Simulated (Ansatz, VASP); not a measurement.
Two plane-wave programs on Ga2SeS2

File INCAR:

```
SYSTEM = Ga2SeS2
  PREC = Accurate
  ENCUT = 500
  EDIFF = 1E-7
  ISMEAR = 0
  SIGMA = 0.1
  LREAL = .False.
  LASPH = .True.
  NELM = 120
  ALGO = Normal
  ISIF = 3
  LWAVE = .False.
  LCHARG = .False.
  GGA = PE
  IBRION = 2
  NSW = 100
  EDIFFG = -0.01
  GGA_COMPAT = .False.
  NELMIN = 4
```

File KPOINTS:

```
Automatic mesh
0
Gamma
  8 8 8
  0 0 0
```

Contents of POSCAR:

```
Ga2SeS2
1.0
    4.9989347996      0.0000000000      0.0000000000
    0.0000000000      4.9989347996      0.0000000000
    0.0000000000      0.0000000000      5.4736212097
Ga Se S
2 1 2
Direct
    0.0000000000      0.0000000000      0.7467029844
    0.0000000000      0.0000000000      0.2532970156
    0.5000000000      0.5000000000      0.5000000000
    0.0000000000      0.5000000000      0.5000000000
    0.5000000000      0.0000000000      0.5000000000
```

Input for Ansatz:

```yaml
crystal:
  lattice:
    - [4.9989347996, 0.0, 0.0]
    - [0.0, 4.9989347996, 0.0]
    - [0.0, 0.0, 5.4736212097]
  atoms:
    - { symbol: Ga, position: [0.0, 0.0, 0.7467029844] }
    - { symbol: Ga, position: [0.0, 0.0, 0.2532970156] }
    - { symbol: Se, position: [0.5, 0.5, 0.5] }
    - { symbol: S, position: [0.0, 0.5, 0.5] }
    - { symbol: S, position: [0.5, 0.0, 0.5] }
basis:
  ecutwfc: 420
kpoints:
  mp_grid: { grid: [8, 8, 8] }
hamiltonian:
  xc: pbe
scf:
  occupations: { method: gaussian, width: 0.1 }
output:
  forces: true
  stress: true
  eigenvalues: true
  write_density: true
  write_potential: true
  elf: true
  volumetric_format: npy
relax:
  adjacent_minimum: "off"
  f_tol: 0.01
  max_steps: 80
  cell: { stress_tol: 0.05 }
```

Alike in both runs: task relaxation of cell and atoms; functional PBE; k mesh 8 × 8 × 8; occupations gaussian, width 0.1 eV; no spin polarisation.

```csv
,VASP,Ansatz
version,VASP 6.6.1,Ansatz 0.2.0
potentials or method,"VASP PAW PBE potentials, release 64 (Ga_d, Se, S), cutoff 500 eV","scalar-relativistic, plane waves, PAW"
valence electrons in the cell,44,54
```

```tsv
	VASP	Ansatz	Ansatz less VASP
gap on the k mesh at the Fermi level, each at its own relaxed structure (eV)	none	none	-
relaxed volume (Å³/atom)	27.36	27.36	0.000
relaxed cell length with the largest relative difference (Å)	4.999	4.999	0.0000
```

A gap of «none» marks a metal or a gap that the smearing closes. VASP's potentials hold 44 valence electrons a cell and Ansatz's 54, so a difference there can come from the potentials and not from the codes.

Noted on VASP's run: the relaxation stopped at its first step, so nothing moved.
